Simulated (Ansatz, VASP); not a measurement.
**One calculation of SiMo5, two programs**

```
CELL_PARAMETERS angstrom
0.00000 3.64710 3.64710
3.64710 0.00000 3.64710
3.64710 3.64710 0.00000
ATOMIC_POSITIONS crystal
Si 0.25000 0.25000 0.25000
Mo 0.62457 0.62457 0.62457
Mo 0.62457 0.62457 0.12630
Mo 0.62457 0.12630 0.62457
Mo 0.12630 0.62457 0.62457
Mo 0.00000 0.00000 0.00000
```

Alike in both runs: functional PBE; k mesh 4 × 4 × 4; occupations gaussian, width 0.2 eV; no spin polarisation.

Ansatz relaxed the structure, and its values are those at the end. VASP's run is a single point on that final structure, the one shown.

```csv
,VASP,Ansatz
version,VASP 6.6.1,Ansatz 0.2.0
potentials or method,"VASP PAW PBE potentials, release 64 (Si, Mo_sv), cutoff 500 eV","scalar-relativistic, plane waves, PAW"
valence electrons in the cell,74,74
```

|  | VASP | Ansatz | Ansatz less VASP |
| --- | --- | --- | --- |
| gap on the k mesh at the Fermi level (eV) | none | none | - |
| pressure (GPa) | 0.6 | 0.1 | -0.47 |
| rms of the force components (eV/Å) | 0.015 | 0.008 | -0.0064 |

A gap of «none» marks a metal or a gap that the smearing closes. The functional is the same, so the differences come from potentials, cutoffs and numerics.

The k mesh is coarse, so the values compare programs but aren't converged.
